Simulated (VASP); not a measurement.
BeTe:

```
Be Te
1.0
     0.00000    2.82862    2.82862
     2.82862    0.00000    2.82862
     2.82862    2.82862    0.00000
Be Te
1 1
Direct
  0.00000 0.00000 0.00000
  0.25000 0.25000 0.25000
```

Program: VASP 6.6.1. Alike in all runs: task single point; potentials or basis VASP PAW PBE potentials, release 64 (Be, Te); no spin polarisation; cell as given; k mesh 6 × 6 × 6; cutoff (eV) 520; smearing gaussian 0.01 eV.

Problem. Order these runs on this cell by their band gap on the k mesh, lowest first.
A. level r2SCANh; share of exact exchange 0.1
B. level PBE0; share of exact exchange 0.25
C. level HSE06; share of exact exchange 0.25; screening parameter 0.2079 1/Å

Solution. C (2.67 eV), A (2.84 eV), B (3.34 eV).

Caveats: spin-orbit coupling is left out, which moves the levels of the heavy elements.

A k mesh can miss the band edges.
